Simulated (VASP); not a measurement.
Set up this calculation in VASP 6.6.1, as the native input.

| Quantity | Value |
| --- | --- |
| Task | single point |
| Functional | PBEsol |
| Potentials or basis | VASP PAW PBE potentials, release 64 (Zr_sv, C) |
| Cutoff | 520 eV |
| k mesh | 16 × 16 × 16 |
| Occupations | gaussian, width 0.1 eV |
| Spin | no spin polarisation |
| Dipole correction | no |
| Further INCAR settings | ALGO = Normal; EDIFF = 1e-06; NBANDS = 15 |

The structure of ZrC lies in POSCAR:

```
ZrC
1.0
    0.0000000000      2.3866617571      2.3866617571
    2.3866617571      0.0000000000      2.3866617571
    2.3866617571      2.3866617571      0.0000000000
Zr C
1 1
Direct
    0.5000000000      0.5000000000      0.5000000000
    0.0000000000      0.0000000000      0.0000000000
```

This cell differs from its parent crystal: functional PBEsol, strained.

The input as run:

INCAR

```
PREC = Accurate ; ENCUT = 520
EDIFF = 1E-6 ; ISMEAR = 0
SIGMA = 0.1 ; LREAL = F
LASPH = T ; NELM = 100
ALGO = Normal ; ISIF = 2
LWAVE = F ; LCHARG = T
GGA = PS ; LELF = T
LVHAR = T ; NBANDS = 15
```

KPOINTS

```
regular mesh
0
Gamma
  16 16 16
```

Potentials or basis: VASP PAW PBE potentials, release 64 (Zr_sv, C).

Launch:

```bash
$ cat potpaw_PBE.64/Zr_sv/POTCAR potpaw_PBE.64/C/POTCAR > POTCAR
$ mpirun -np 1 vasp_std > vasp.out
```

It gave:

```json
{"Pressure": "-13.4 GPa", "Band gap on the k mesh": "zero (band 8 reaches 9.91 eV, above the bottom of band 9 at 8.61 eV)"}
```

Caveat: the cell differs from its parent crystal (functional PBEsol, strained); the PAW data sets were made with another functional, which shifts forces and pressure a little.

Wall time 43 s on 1 thread of Intel Xeon 6975P-C, on a shared host, peak memory 0.2 GiB.
